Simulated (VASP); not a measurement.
**MgO: relaxation of cell and atoms with LDA**

The system is MgO.

```xyz
2
Lattice="0.0000 2.0796 2.0796 2.0796 0.0000 2.0796 2.0796 2.0796 0.0000" Properties=species:S:1:pos:R:3 pbc="T T T"
Mg    0.0000    0.0000    0.0000
O     2.0796    2.0796    2.0796
```

```json
{
 "Program": "VASP 6.6.1",
 "Task": "relaxation of cell and atoms",
 "Functional": "LDA",
 "Potentials or basis": "VASP PAW LDA potentials, release 64 (Mg, O)",
 "Cutoff": "600 eV",
 "k mesh": "10 × 10 × 10",
 "Occupations": "gaussian, width 0.01 eV",
 "Spin": "no spin polarisation",
 "Target pressure": "1 GPa",
 "Dipole correction": "no",
 "Further INCAR settings": "ALGO = Normal; EDIFF = 1e-07; IBRION = 2; EDIFFG = -0.002; NSW = 100; ISIF = 3"
}
```

* Relaxed volume: 8.84 Å³/atom
* Relaxed cell: a = 2.925 Å, b = 2.925 Å, c = 2.925 Å, α = 60.00°, β = 60.00°, γ = 60.00°
* Space group after relaxing (to 0.05 Å): Fm-3m (No. 225)
* Energy change on relaxing (the enthalpy is what falls): -0.5 meV/atom
* Ionic steps: 3
* Pressure after relaxing: 1.0 GPa
* Band gap on the k mesh: 5.21 eV, direct

Step by step:
```csv
step,energy change (eV),largest force (eV/Å),pressure (GPa),volume (Å³)
1,0.0000,0.0000,-1.95,17.99
2,0.0004,0.0000,2.36,17.56
3,-0.0009,0.0000,1.00,17.69
```

Final structure:
```cif
data_structure
_symmetry_space_group_name_H-M 'P 1'
_symmetry_Int_Tables_number 1
_cell_length_a 2.9246
_cell_length_b 2.9246
_cell_length_c 2.9246
_cell_angle_alpha 60.000
_cell_angle_beta 60.000
_cell_angle_gamma 60.000
_cell_volume 17.69
loop_
_atom_site_label
_atom_site_type_symbol
_atom_site_fract_x
_atom_site_fract_y
_atom_site_fract_z
_atom_site_occupancy
Mg1 Mg 0.00000 0.00000 0.00000 1
O1 O 0.50000 0.50000 0.50000 1
```

Levels at points of the mesh, in eV from the valence-band top:
| k point | band 1 | band 2 | band 3 | band 4 | band 5 | band 6 | band 7 | band 8 |
| --- | --- | --- | --- | --- | --- | --- | --- | --- |
| (0.00, 0.00, 0.00) | -17.30 | 0.00 | 0.00 | 0.00 | 5.21 | 15.82 | 15.82 | 15.82 |
| (0.50, 0.00, 0.00) | -15.80 | -4.95 | -0.73 | -0.73 | 8.08 | 13.02 | 16.56 | 16.56 |
| (0.50, 0.50, 0.00) | -15.51 | -4.38 | -1.45 | -1.45 | 8.94 | 10.31 | 13.48 | 19.47 |

Wall time 8.1 s on 1 thread of AMD EPYC 9R45 96-Core Processor (Zen 5), on a shared host, peak memory 0.11 GiB.

Caveat: the cell is relaxed towards a set pressure, so the enthalpy falls and the energy may rise. LDA usually gives volumes a few per cent too small.
